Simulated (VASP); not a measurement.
# Si8O17 (a cell with a defect) in VASP: further runs

Runs on Si8O17 (a cell with a defect). Level: PBE. Tasks: single point.

Everything below comes from runs of VASP 6.6.1. Logs are shortened: lines on timing, memory, paths and dates and some standing lists are left out, and cuts for length are marked.

**1. The cell of the first run**

The cell holds a defect, 25 atoms: a = 5.911 Å, b = 5.911 Å, c = 5.334 Å, α = 90.00°, β = 90.00°, γ = 90.00°.

**2. Single point, PBE, collinear spin, zero start**

The input, INCAR:

```
SYSTEM = Si8O17
PREC     = Accurate       ! precision mode
ENCUT    = 520            ! plane-wave cutoff, eV
EDIFF    = 1E-7           ! SCF threshold, eV
ISMEAR   = -1             ! smearing method
SIGMA    = 0.05           ! smearing width, eV
LREAL    = Auto         
LASPH    = .TRUE.         ! aspherical terms in the spheres
NELM     = 150            ! most SCF steps
ALGO     = Normal         ! electronic algorithm
ISIF     = 2              ! what is computed and relaxed
LWAVE    = .FALSE.        ! write WAVECAR
LCHARG   = .FALSE.        ! write CHGCAR
ISPIN    = 2              ! spin polarisation
MAGMOM   = 0 0 0 0 0 0 0 0 0 0 0 0 0 0 0 0 0 0 0 0 0 0 0 0 0 ! initial moments
LORBIT   = 11             ! projections on sites
GGA      = PE             ! functional
NBANDS   = 89             ! bands
```

The input, KPOINTS:

```
regular mesh
0
G
  2 2 3
  0 0 0
```

The input, POSCAR:

```
Si8O17
1.0
   -4.1797000000     -4.1797000000      0.0000000000
    4.1797000000     -4.1797000000      0.0000000000
    0.0000000000      0.0000000000      5.3338000000
Si O
8 17
Direct
    0.4955824581      0.5106129627      0.0066601672
    0.0000710577      0.5036813647      0.2532114065
    0.4928740101      0.5135814771      0.5074237879
   -0.0010250736      0.5056127234      0.7516050471
    0.0276300931     -0.0028524775     -0.0050667442
    0.4850478503      0.0156696653      0.2736962391
   -0.0016715314      0.0069348279      0.4998852600
    0.5054127090      0.0068039572      0.7502366043
    0.1918764505      0.5092724358      0.0020566950
    0.0239322200      0.1982748762      0.2517839064
    0.8039356892      0.5114989114      0.0039433425
    0.0074178769      0.8124034022      0.2523791668
    0.1894895567      0.5056782783      0.5042763133
    0.0033141135      0.1990795990      0.7549377554
    0.8022618848      0.5041330718      0.5016611047
    0.0265237936      0.8056100916      0.7388136038
    0.7379087016     -0.0675247027     -0.0587078631
    0.5001046726      0.7137080412      0.2548860100
    0.3178994904      0.0031498672      0.0025051558
    0.4712071441      0.3310609613      0.2679074956
    0.6948035744      0.0088890351      0.5067557839
    0.4895687490      0.6993902672      0.7506845026
    0.3043714860      0.0106987344      0.5130524204
    0.4977988851      0.3131131421      0.7549218193
    0.6786877049      0.1255214489      1.0876324572
```

Potentials or basis: VASP PAW PBE potentials, release 64 (Si, O).

Started as:

```bash
> cat potpaw_PBE.64/Si/POTCAR potpaw_PBE.64/O/POTCAR > POTCAR
> mpirun -np 1 vasp_std > vasp.out
```

OUTCAR:

```text
SYSTEM = Si8O17
   PREC = Accurate
   ENCUT = 520
   EDIFF = 1E-7
   ISMEAR = -1
   LREAL = Auto
   LASPH = .TRUE.
   NELM = 150
   ISIF = 2
   ISPIN = 2
   LORBIT = 11
   GGA = PE

 ion  position               nearest neighbor table
   1  0.496  0.511  0.007-  20 1.76  22 1.76  24 1.78  18 1.79   9 1.80  11 1.82  25 2.56   3 2.66
                             3 2.67
   2  0.000  0.504  0.253-  13 1.75   9 1.76  11 1.76  15 1.77  10 1.81  12 1.83   4 2.66   4 2.68

   3  0.493  0.514  0.507-  20 1.68  22 1.70  24 1.77  18 1.79  13 1.79  15 1.83   1 2.66   1 2.67
[... 4 lines left out ...]
                             7 2.70   6 3.09   8 3.11
   6  0.485  0.016  0.274-  25 1.65  23 1.66  19 1.75  21 1.76  18 1.79  20 1.87  17 2.37   8 2.55
                             8 2.80   5 3.09   7 3.12
   7  0.998  0.007  0.500-  10 1.75  12 1.75  16 1.75  14 1.77  21 1.79  23 1.81   5 2.65   5 2.70
                             6 3.12
   8  0.505  0.007  0.750-  21 1.71  23 1.74  19 1.74  17 1.77  24 1.81  22 1.82  25 2.19   6 2.55
                             6 2.80   5 3.11
   9  0.192  0.509  0.002-   2 1.76   4 1.76   1 1.80
  10  0.024  0.198  0.252-   7 1.75   2 1.81   5 1.81
  11  0.804  0.511  0.004-   2 1.76   4 1.77   1 1.82
  12  0.007  0.812  0.252-   7 1.75   5 1.76   2 1.83
  13  0.189  0.506  0.504-   4 1.73   2 1.75   3 1.79
  14  0.003  0.199  0.755-   5 1.76   7 1.77   4 1.81
  15  0.802  0.504  0.502-   2 1.77   4 1.77   3 1.83
  16  0.027  0.806  0.739-   7 1.75   5 1.77   4 1.78
  17  0.738  0.932  0.941-  25 1.43   8 1.77   5 1.78   6 2.37
  18  0.500  0.714  0.255-   1 1.79   6 1.79   3 1.79
  19  0.318  0.003  0.003-   5 1.72   8 1.74   6 1.75
  20  0.471  0.331  0.268-   3 1.68   1 1.76   6 1.87
  21  0.695  0.009  0.507-   8 1.71   6 1.76   7 1.79
  22  0.490  0.699  0.751-   3 1.70   1 1.76   8 1.82
  23  0.304  0.011  0.513-   6 1.66   8 1.74   7 1.81
  24  0.498  0.313  0.755-   3 1.77   1 1.78   8 1.81
  25  0.679  0.126  0.088-  17 1.43   6 1.65   8 2.19   5 2.25   1 2.56

  LATTYP: Found a simple tetragonal cell.
 ALAT       =     5.9109884267
 C/A-ratio  =     0.9023533147

  Lattice vectors:

 A1 = (  -4.1797000000,  -4.1797000000,   0.0000000000)
 A2 = (   4.1797000000,  -4.1797000000,   0.0000000000)
 A3 = (   0.0000000000,   0.0000000000,   5.3338000000)

Analysis of symmetry for initial positions (statically):
=====================================================================
 Subroutine PRICEL returns:
 Original cell was already a primitive cell.

 Routine SETGRP: Setting up the symmetry group for a
 simple tetragonal supercell.

 Subroutine GETGRP returns: Found  1 space group operations
 (whereof  1 operations were pure point group operations)
 out of a pool of 16 trial point group operations.

The static configuration has the point symmetry C_1 .

Analysis of symmetry for dynamics (positions and initial velocities):
=====================================================================
 Subroutine PRICEL returns:
 Original cell was already a primitive cell.

 Routine SETGRP: Setting up the symmetry group for a
 simple tetragonal supercell.

 Subroutine GETGRP returns: Found  1 space group operations
 (whereof  1 operations were pure point group operations)
 out of a pool of 16 trial point group operations.

The dynamic configuration has the point symmetry C_1 .

Analysis of structural, dynamic, and magnetic symmetry:
=====================================================================
 Subroutine PRICEL returns:
 Original cell was already a primitive cell.

 Routine SETGRP: Setting up the symmetry group for a
 simple tetragonal supercell.

 Subroutine GETGRP returns: Found  1 space group operations
 (whereof  1 operations were pure point group operations)
 out of a pool of 16 trial point group operations.

The overall configuration has the point symmetry C_1 .

 Subroutine INISYM returns: Found  1 space group operations
 (whereof  1 operations are pure point group operations),
 and found     1 'primitive' translations

----------------------------------------------------------------------------------------

                                     Primitive cell

[... 104 lines left out ...]
   dimension x,y,z NGX =    48 NGY =   48 NGZ =   40
   dimension x,y,z NGXF=    96 NGYF=   96 NGZF=   80
   ions per type =               8  17
   NGX,Y,Z   is equivalent  to a cutoff of  13.50, 13.50, 12.47 a.u.
   NGXF,Y,Z  is equivalent  to a cutoff of  27.00, 27.00, 24.93 a.u.
 SYSTEM =  Si8O17
   PREC   = accura    normal or accurate (medium, high low for compatibility)
   ISTART =      0    job   : 0-new  1-cont  2-samecut
   ICHARG =      2    charge: 1-file 2-atom 10-const
   ISPIN  =      2    spin polarized calculation?
   LNONCOLLINEAR =      F non collinear calculations
   LSORBIT =      F    spin-orbit coupling
   LASPH  =      T    aspherical Exc in radial PAW
[... 23 lines left out ...]
  volume/ion in A,a.u.               =       7.45        50.31
  Fermi-wavevector in a.u.,A,eV,Ry     =   1.466642  2.771551 29.266659  2.151039
  Thomas-Fermi vector in A             =   2.582355
   LORBIT       =     11    0 simple, 1 ext, 2 COOP (PROOUT), +10 PAW based schemes
   GGA     = PE    functional components
   LHFCALC =     F    Hartree Fock is set to
   AEXX    =    0.0000 exact exchange contribution
   IVDW    =     0    specifies the selected vdW correction
   LEPSILON=     F    determine dielectric tensor
   LRPA    =     F    only Hartree local field effects (RPA)
 spin polarized calculation
  energy-cutoff  :      520.00
  volume of cell :      186.36
 maximum number of plane-waves:      5031
 NGX is ok and might be reduce to    48
   NGX = 21   NGY = 21   NGZ = 19

 number of electron     133.9999984 magnetization       0.0000000

 number of electron     133.9999984 magnetization      -0.0000000

 Free energy of the ion-electron system (eV)
  ---------------------------------------------------
  ext. energy  EPLUGINS =         0.00000000
  ---------------------------------------------------
  free energy    TOTEN  =      -183.66894704 eV

  energy without entropy =     -183.66894704  energy(sigma->0) =     -183.66894704

 E-fermi :   9.6635     XC(G=0): -12.4828

 val. band max:        8.5087543749   @ k =   0.5000   0.0000   0.0000
 cond. band min:      13.8447334213   @ k =   0.0000   0.5000   0.3333
 fundamental gap:      5.3359790464
 Fermi energy:         9.6634785935

 spin component 1

 k-point     1 :       0.0000    0.0000    0.0000
  band No.  band energies     occupation
      1     -15.6717      1.00000
      2     -13.5458      1.00000
      3     -12.2830      1.00000
      4     -12.2575      1.00000
      5     -11.5061      1.00000
      6     -11.4192      1.00000
[... 645 lines left out ...]
     78      18.5208      0.00000
     79      18.7303      0.00000
 Fermi energy:         9.6634785935

 spin component 2

 k-point     1 :       0.0000    0.0000    0.0000
  band No.  band energies     occupation
      1     -15.6717      1.00000
      2     -13.5458      1.00000
      3     -12.2830      1.00000
      4     -12.2575      1.00000
      5     -11.5061      1.00000
      6     -11.4192      1.00000
[... 645 lines left out ...]
     78      18.5208      0.00000
     79      18.7303      0.00000
 [bands above 79 left out]

------------------------ aborting loop because EDIFF is reached ----------------------------------------

  FORCE on cell =-STRESS in cart. coord.  units (eV):
  Direction    XX          YY          ZZ          XY          YZ          ZX
  --------------------------------------------------------------------------------------
  -------------------------------------------------------------------------------------
  Total       31.2872265     24.0190081     36.2399644      5.2506305     -1.2566560      7.9156073
  in kB      268.9804426    206.4946037    311.5597881     45.1403678    -10.8036382     68.0515275
  external PRESSURE =     262.3449448 kB  Pullay stress =       0.0000000 kB

 VOLUME and BASIS-vectors are now :
 -----------------------------------------------------------------------------
  energy-cutoff  :      520.00
  volume of cell :      186.36
      direct lattice vectors                 reciprocal lattice vectors
    -4.179700000 -4.179700000  0.000000000    -0.119625810 -0.119625810  0.000000000
     4.179700000 -4.179700000  0.000000000     0.119625810 -0.119625810  0.000000000
     0.000000000  0.000000000  5.333800000     0.000000000  0.000000000  0.187483595

 POSITION                                       TOTAL-FORCE (eV/Angst)
 -----------------------------------------------------------------------------------
      0.06282     -4.20560      0.03552         0.001000      0.001250     -0.006092
      2.10494     -2.10553      1.35058        -0.015453     -0.012925     -0.014595
      0.08655     -4.20668      2.70650         0.012705     -0.007533      0.006939
     -2.06211     -6.28872      4.00891        -0.010233     -0.005112      0.017076
      4.05229     -4.28326      5.30677        -0.040285     -0.030224      0.004866
     -1.96186     -2.09285      1.45984         0.034568      0.046472      0.017678
[... 17 lines left out ...]
     -0.77193     -3.38937      4.02660        -0.015740      0.013742      0.001069
     -2.31207     -3.36135      0.46741         0.241433     -0.153691      0.164598
 -----------------------------------------------------------------------------------
    total drift:                               -0.004657     -0.007687     -0.004786

  FREE ENERGIE OF THE ION-ELECTRON SYSTEM (eV)
  ---------------------------------------------------
  free  energy   TOTEN  =      -183.6689470423 eV

  energy  without entropy=     -183.6689470422  energy(sigma->0) =     -183.66894704

 total charge

# of ion       s       p       d       tot
------------------------------------------
    1        0.587   0.861   0.000   1.448
    2        0.589   0.875   0.000   1.464
    3        0.598   0.912   0.000   1.510
    4        0.590   0.885   0.000   1.475
    5        0.596   0.893   0.000   1.489
    6        0.618   0.950   0.000   1.568
[... 17 lines left out ...]
   24        1.550   3.682   0.000   5.232
   25        1.632   3.523   0.000   5.155
--------------------------------------------------
tot         31.291  69.774   0.000 101.065

 magnetization (x)

# of ion       s       p       d       tot
------------------------------------------
    1       -0.000  -0.000   0.000  -0.000
    2       -0.000   0.000   0.000  -0.000
    3        0.000  -0.000   0.000   0.000
    4       -0.000  -0.000   0.000  -0.000
    5        0.000  -0.000   0.000  -0.000
    6        0.000   0.000   0.000   0.000
[... 17 lines left out ...]
   24        0.000   0.000   0.000   0.000
   25       -0.000  -0.000   0.000  -0.000
--------------------------------------------------
tot          0.000   0.000   0.000   0.000
```

Run time: 8.7 min. Hardware: 1 thread of AMD EPYC 7R13, shared host; peak memory 0.41 GiB.

Results:

```
Free energy                                           : -183.6689 eV
Pressure                                              : 26.2 GPa
Largest force                                         : 0.330 eV/Å
Band gap on the k mesh                                : 5.34 eV
Net moment                                            : 0.00 μB per cell
Valence electrons inside the program's atomic spheres : Si 1.45, 1.46, 1.51, 1.48, 1.49, 1.57, 1.47 (each value once); O 5.26, 5.23, 5.24, 5.28, 5.27, 5.16, 5.29, 5.30 (each value once)
```

Forces in eV/Å, atoms in the order of the input:
```
Si   0.001  0.001 -0.006
Si  -0.015 -0.013 -0.015
Si   0.013 -0.008  0.007
Si  -0.010 -0.005  0.017
Si  -0.040 -0.030  0.005
Si   0.035  0.046  0.018
Si  -0.006 -0.001  0.014
Si   0.021  0.056 -0.009
O   -0.007 -0.006  0.003
O    0.013 -0.010 -0.010
O    0.008  0.015  0.000
O   -0.016  0.006 -0.001
O   -0.013 -0.018 -0.003
O    0.017 -0.021  0.002
O    0.021  0.020  0.002
O   -0.003  0.016  0.001
O   -0.234  0.097 -0.171
O    0.018 -0.007  0.002
O    0.005  0.005  0.011
O   -0.063  0.016 -0.035
O   -0.019 -0.021 -0.018
O    0.024 -0.034  0.015
O    0.027  0.034  0.006
O   -0.016  0.014  0.001
O    0.241 -0.154  0.165
```

Levels at points of the mesh, in eV from the valence-band top:
Spin up:
```csv
k point,band 64,band 65,band 66,band 67,band 68,band 69,band 70,band 71
"(0.00, 0.00, 0.00)",-0.86,-0.69,-0.46,-0.03,5.37,5.77,6.86,6.98
"(0.50, 0.00, 0.00)",-1.06,-1.03,-0.75,0.00,5.49,6.88,6.97,7.63
"(0.00, 0.50, 0.00)",-0.98,-0.79,-0.38,-0.27,5.35,6.67,6.88,7.76
"(0.50, 0.50, 0.00)",-1.12,-0.83,-0.42,-0.40,5.43,7.55,7.71,7.86
```
Spin down:
| k point | band 65 | band 66 | band 67 | band 68 | band 69 | band 70 |
| --- | --- | --- | --- | --- | --- | --- |
| (0.00, 0.00, 0.00) | -0.69 | -0.46 | -0.03 | 5.37 | 5.77 | 6.86 |
| (0.50, 0.00, 0.00) | -1.03 | -0.75 | 0.00 | 5.49 | 6.88 | 6.97 |
| (0.00, 0.50, 0.00) | -0.79 | -0.38 | -0.27 | 5.35 | 6.67 | 6.88 |
| (0.50, 0.50, 0.00) | -0.83 | -0.42 | -0.40 | 5.43 | 7.55 | 7.71 |

Caveat: the k points lie up to 0.53 Å⁻¹ apart.

**3. Single point, PBE, collinear spin, zero start**

The input, INCAR:

```
ALGO     = Normal         # electronic algorithm
EDIFF    = 1E-7           # SCF threshold, eV
ENCUT    = 520            # plane-wave cutoff, eV
GGA      = PE             # functional
ISIF     = 2              # what is computed and relaxed
ISMEAR   = -1             # smearing method
ISPIN    = 2              # spin polarisation
LASPH    = True           # aspherical terms in the spheres
LCHARG   = True           # write CHGCAR
LELF     = True           # ELF
LORBIT   = 11             # projections on sites
LREAL    = Auto         
LVHAR    = True         
LWAVE    = False          # write WAVECAR
MAGMOM   = 0 0 0 0 0 0 0 0 0 0 0 0 0 0 0 0 0 0 0 0 0 0 0 0 0 # initial moments
NBANDS   = 89             # bands
NELM     = 150            # most SCF steps
PREC     = Accurate       # precision mode
SIGMA    = 0.05           # smearing width, eV
```

The input, KPOINTS:

```
k-points
0
Gamma
  2 2 3
```

The input, POSCAR:

```
Si8O17
1.0
   -4.1797000000     -4.1797000000      0.0000000000
    4.1797000000     -4.1797000000      0.0000000000
    0.0000000000      0.0000000000      5.3338000000
Si O
8 17
Direct
    0.4973202622      0.4974901309     -0.0017786569
   -0.0033502404      0.5078441036      0.2534905696
    0.4934104122      0.5106353327      0.4973649181
    0.0034946288      0.5064142163      0.7527241366
    0.0279826303      0.0012185085      0.0067893434
    0.5048796564     -0.0052335096      0.2624991563
    0.0011163481      0.0075175252      0.5031785969
    0.4863755772      0.0028482905      0.7355540140
    0.1925373831      0.5098874321      0.0070353219
    0.0041982678      0.2013021269      0.2498696989
    0.8055215685      0.5201984592      0.0016702913
    0.0171481207      0.8097660119      0.2606027598
    0.1875702802      0.5177975692      0.4960611571
    0.0320892648      0.1990385674      0.7508922344
    0.8017738115      0.4975847549      0.5072490532
    0.0046785654      0.8136849535      0.7540145862
    0.7318348207     -0.0350130392      0.0575074056
    0.4998891069      0.6939798311      0.2511412126
    0.3206237290     -0.0014228294      0.0078040046
    0.4969417662      0.3053021748      0.2544412989
    0.6972312606      0.0006609326      0.5013151974
    0.5047008158      0.7086341125      0.7547330234
    0.3053006197     -0.0075316410      0.4997742698
    0.4481030935      0.3297369428      0.7286024973
    0.6788484819      0.1568265665      0.9041748847
```

Potentials or basis: VASP PAW PBE potentials, release 64 (Si, O).

Started as:

```bash
> cat potpaw_PBE.64/Si/POTCAR potpaw_PBE.64/O/POTCAR > POTCAR
> mpirun -np 1 vasp_std > vasp.out
```

Run time: 5.3 min. Hardware: 1 thread of Intel Xeon Platinum 8559C (Emerald Rapids), shared host; peak memory 0.44 GiB.

Results (log left out):

```yaml
Free_energy: -183.3158 eV
Pressure: 26.1 GPa
Largest_force: 1.905 eV/Å
Band_gap_on_the_k_mesh: 5.15 eV
Net_moment: 0.00 μB per cell
Valence_electrons_inside_the_program's_atomic_spheres: Si 1.43, 1.48, 1.52, 1.46, 1.49, 1.51, 1.47, 1.54; O 5.26, 5.24, 5.23, 5.27, 5.28, 5.22, 5.25, 5.17, 5.31, 5.11 (each value once)
```

Forces in eV/Å, atoms in the order of the input:
```
Si   0.163  0.039 -0.145
Si   0.024 -0.103  0.012
Si  -0.020  0.095 -0.115
Si   0.032  0.046 -0.051
Si  -0.125  0.078  0.226
Si   0.350 -0.304 -0.260
Si   0.134  0.320  0.094
Si   0.056 -1.610  1.016
O    0.087 -0.089 -0.152
O   -0.241 -0.389  0.285
O   -0.199  0.302 -0.042
O    0.047  0.028  0.000
O   -0.101  0.033  0.148
O    0.141  0.081  0.064
O    0.128 -0.099 -0.072
O   -0.001 -0.082  0.055
O   -0.869  0.264  0.211
O    0.125 -0.111  0.060
O   -0.004 -0.009 -0.236
O    0.255 -0.090 -0.012
O    0.180  0.107  0.097
O   -0.076  0.164 -0.092
O    0.401 -0.039 -0.865
O   -0.464 -0.386  0.413
O   -0.025  1.755 -0.641
```

Stress tensor (GPa, compression positive):
```
28.99  4.20 -7.09
 4.20 17.88  0.79
-7.09  0.79 31.57
```

Levels at points of the mesh, in eV from the valence-band top:
Spin up:
```tsv
k point	band 64	band 65	band 66	band 67	band 68	band 69	band 70	band 71
(0.00, 0.00, 0.00)	-1.01	-0.89	-0.36	-0.18	5.17	5.58	6.71	6.78
(0.50, 0.00, 0.00)	-1.20	-1.01	-0.79	0.00	5.26	6.73	6.82	7.36
(0.00, 0.50, 0.00)	-1.16	-1.03	-0.44	-0.08	5.15	6.44	6.69	7.55
(0.50, 0.50, 0.00)	-1.28	-0.90	-0.53	-0.35	5.25	7.35	7.47	7.63
```
Spin down:
```csv
k point,band 65,band 66,band 67,band 68,band 69,band 70
"(0.00, 0.00, 0.00)",-0.89,-0.36,-0.18,5.17,5.58,6.71
"(0.50, 0.00, 0.00)",-1.01,-0.79,0.00,5.26,6.73,6.82
"(0.00, 0.50, 0.00)",-1.03,-0.44,-0.08,5.15,6.44,6.69
"(0.50, 0.50, 0.00)",-0.90,-0.53,-0.35,5.25,7.35,7.47
```

Caveat: the k points lie up to 0.53 Å⁻¹ apart.
